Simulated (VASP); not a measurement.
Set up this calculation in VASP 6.6.1, as the native input.

```
Task                   : single point
Functional             : PBE
Potentials or basis    : VASP PAW PBE potentials, release 64 (Nb_sv, As)
Cutoff                 : 520 eV
k mesh                 : 11 × 11 × 11
Occupations            : gaussian, width 0.03 eV
Spin                   : no spin polarisation
Dipole correction      : no
Further INCAR settings : ALGO = Normal; EDIFF = 1e-07; NBANDS = 26
```

The structure of NbAs lies in POSCAR:

```
NbAs
1.0
   -1.7258500000      1.7258500000      5.8400000000
    1.7258500000     -1.7258500000      5.8400000000
    1.7258500000      1.7258500000     -5.8400000000
Nb As
2 2
Direct
    0.5000000000      0.0000000000      0.5000000000
    0.7500000000      0.7500000000      0.0000000000
    0.9160000000      0.4160000000      0.5000000000
    0.1660000000      0.1660000000      0.0000000000
```

The input as run:

INCAR

```
SYSTEM = NbAs
ALGO     = Normal         ! electronic algorithm
EDIFF    = 1E-7           ! SCF threshold, eV
ENCUT    = 520            ! plane-wave cutoff, eV
GGA      = PE             ! functional
ISIF     = 2              ! what is computed and relaxed
ISMEAR   = 0              ! smearing method
LASPH    = .TRUE.         ! aspherical terms in the spheres
LCHARG   = .TRUE.         ! write CHGCAR
LELF     = .TRUE.         ! ELF
LREAL    = .FALSE.        ! projectors in reciprocal space
LVHAR    = .TRUE.       
LWAVE    = .FALSE.        ! write WAVECAR
NBANDS   = 26             ! bands
NELM     = 80             ! most SCF steps
PREC     = Accurate       ! precision mode
SIGMA    = 0.03           ! smearing width, eV
```

KPOINTS

```
k-points
0
G
  11 11 11
  0 0 0
```

Potentials or basis: VASP PAW PBE potentials, release 64 (Nb_sv, As).

Run with:

```bash
$ cat potpaw_PBE.64/Nb_sv/POTCAR potpaw_PBE.64/As/POTCAR > POTCAR
$ mpirun -np 1 vasp_std > vasp.out
```

It gave:

```yaml
Pressure: 3.3 GPa
Largest_force: 0.302 eV/Å
Band_gap_on_the_k_mesh: 0.02 eV (least direct gap 0.07 eV)
```

Caveat: the cell stands under pressure; an odd mesh through Γ misses points on the zone boundary, where band edges can lie.

It took 12 min on 1 thread of Intel Xeon 8259CL (shared host), peak memory 0.45 GiB.
